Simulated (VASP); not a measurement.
A run of VASP 6.6.1 is set up as follows.

File INCAR:

```
ALGO     = Normal         # electronic algorithm
EDIFF    = 1E-7           # SCF threshold, eV
ENCUT    = 520            # plane-wave cutoff, eV
GGA      = CA             # functional
ISIF     = 2              # what is computed and relaxed
ISMEAR   = -1             # smearing method
LASPH    = True           # aspherical terms in the spheres
LCHARG   = False          # write CHGCAR
LREAL    = False          # projectors in reciprocal space
LWAVE    = False          # write WAVECAR
NBANDS   = 16             # bands
NELM     = 60             # most SCF steps
PREC     = Accurate       # precision mode
SIGMA    = 0.05           # smearing width, eV
```

File KPOINTS:

```
k-points
0
Gamma
  10 10 5
```

Contents of POSCAR:

```
SiC
1.0
    3.0553550827      0.0000000000      0.0000000000
   -1.5276775413      2.6460151191      0.0000000000
    0.0000000000      0.0000000000      5.0141197845
Si C
2 2
Direct
    0.6666666667      0.3333333333      0.5000000000
    0.3333333333      0.6666666667      0.0000000000
    0.6666666667      0.3333333333      0.8850000000
    0.3333333333      0.6666666667      0.3850000000
```

Potentials or basis: VASP PAW LDA potentials, release 64 (Si, C).

Run with:

```bash
$ cat potpaw_LDA.64/Si/POTCAR potpaw_LDA.64/C/POTCAR > POTCAR
$ mpirun -np 1 vasp_std > vasp.out
```

Question: Estimate the largest force.

Answer: 0.766 eV/Å.

Question: Estimate the pressure.

Answer: 0.9 GPa.

Question: Predict the band gap on the k mesh.

Answer: 2.32 eV, indirect (least direct gap 4.02 eV).

Stress tensor (GPa, compression positive):
```
 2.64  0.00  0.00
 0.00  2.64  0.00
 0.00  0.00 -2.46
```

A k mesh can miss the band edges.
